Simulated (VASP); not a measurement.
Write the native input for VASP 6.6.1 that does the following.

```
Task                   : single point
Functional             : PBEsol
Dispersion             : D3(BJ)
Potentials or basis    : VASP PAW PBE potentials, release 64 (Sn_d)
Cutoff                 : 520 eV
k mesh                 : 18 × 18 × 18
Occupations            : gaussian, width 0.15 eV
Spin                   : no spin polarisation
Dipole correction      : no
Further INCAR settings : ALGO = Fast; EDIFF = 1e-06; NBANDS = 13
```

The structure of Sn lies in POSCAR:

```
Sn
1.0
   -1.8946518192      1.8946518192      1.9657012624
    1.8946518192     -1.8946518192      1.9657012624
    1.8946518192      1.8946518192     -1.9657012624
Sn
1
Direct
    0.0000000000      0.0000000000      0.0000000000
```

This cell differs from its parent crystal: strain +0.0375 x Voigt [0, 0, 1, 0, 0, 0].

The input as run:

INCAR

```
PREC = Accurate ; ENCUT = 520
EDIFF = 1E-6 ; ISMEAR = 0
SIGMA = 0.15 ; LREAL = False
LASPH = True ; NELM = 80
ALGO = Fast ; ISIF = 2
LWAVE = False ; LCHARG = False
GGA = PS ; IVDW = 12
NBANDS = 13
```

KPOINTS

```
regular mesh
0
Gamma
  18 18 18
```

Potentials or basis: VASP PAW PBE potentials, release 64 (Sn_d).

Launch:

```console
$ cat potpaw_PBE.64/Sn_d/POTCAR > POTCAR
$ mpirun -np 1 vasp_std > vasp.out
```

Results of the run:

| Item | Value |
| --- | --- |
| Pressure | -5.7 GPa |
| Band gap on the k mesh | zero (bands 7 and 8 overlap by 9.80 eV) |
| Dispersion energy per atom | -0.374 eV |

Caveat: the cell differs from its parent crystal (strain +0.0375 x Voigt [0, 0, 1, 0, 0, 0]); the cell stands under tension; the PAW data sets were made with another functional, which shifts forces and pressure a little; spin-orbit coupling is left out, which moves the levels of the heavy elements.

It took 5.3 min on 1 thread of Intel Xeon 8259CL, with other jobs on the host, peak memory 0.29 GiB.
